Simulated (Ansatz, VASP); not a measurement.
**Two plane-wave programs on NaF**

```
Na F
1.0
     0.00000    2.35098    2.35098
     2.35098    0.00000    2.35098
     2.35098    2.35098    0.00000
Na F
1 1
Direct
  0.00000 0.00000 0.00000
  0.50000 0.50000 0.50000
```

Alike in both runs: functional PBE; k mesh 8 × 8 × 8; occupations gaussian, width 0.02 eV; no spin polarisation.

Ansatz relaxed the structure, and its values are those at the end. VASP's run is a single point on that final structure, the one shown.

|  | VASP | Ansatz |
| --- | --- | --- |
| version | VASP 6.6.1 | Ansatz 0.2.0 |
| potentials or method | VASP PAW PBE potentials, release 64 (Na_pv, F), cutoff 520 eV | scalar-relativistic, plane waves, PAW |
| valence electrons in the cell | 14 | 16 |

|  | VASP | Ansatz | Ansatz less VASP |
| --- | --- | --- | --- |
| gap on the k mesh at the Fermi level (eV) | 6.07 | 6.08 | +0.016 |
| least direct gap on the mesh (eV) | 6.07 | 6.08 | +0.016 |
| pressure (GPa) | -0.2 | 0.0 | +0.16 |

The functional is the same, so the differences come from potentials, cutoffs and numerics. VASP's potentials hold 14 valence electrons a cell and Ansatz's 16, so a difference there can come from the potentials and not from the codes.
